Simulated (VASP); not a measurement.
Here is a VASP 6.6.1 calculation.

The input INCAR:

```
SYSTEM = NbCd3H
PREC = Accurate
ENCUT = 520
EDIFF = 1E-6
ISMEAR = 0
SIGMA = 0.1
LREAL = .FALSE.
LASPH = .TRUE.
NELM = 60
ALGO = Normal
ISIF = 2
LWAVE = .FALSE.
LCHARG = .FALSE.
GGA = PE
NBANDS = 33
```

Contents of KPOINTS:

```
regular mesh
0
G
  8 8 8
  0 0 0
```

The input POSCAR:

```
NbCd3H
1.0
    4.3844881849      0.0000000000      0.0000000000
    0.0000000000      4.3844881849      0.0000000000
    0.0000000000      0.0000000000      4.3844881849
Nb Cd H
1 3 1
Direct
    1.0000000000      0.0000000000      1.0000000000
    1.0000000000      0.5000000000      0.5000000000
    0.5000000000      0.0000000000      0.5000000000
    0.5000000000      0.5000000000      0.0000000000
    0.5000000000      0.5000000000      0.5000000000
```

Potentials or basis: VASP PAW PBE potentials, release 64 (Nb_sv, Cd, H).

Launch:

```console
$ cat potpaw_PBE.64/Nb_sv/POTCAR potpaw_PBE.64/Cd/POTCAR potpaw_PBE.64/H/POTCAR > POTCAR
$ mpirun -np 1 vasp_std > vasp.out
```

Predict the band gap on the k mesh.

zero (band 25 reaches 5.32 eV, above the bottom of band 26 at 3.37 eV).

What does it give for the pressure?

0.4 GPa.
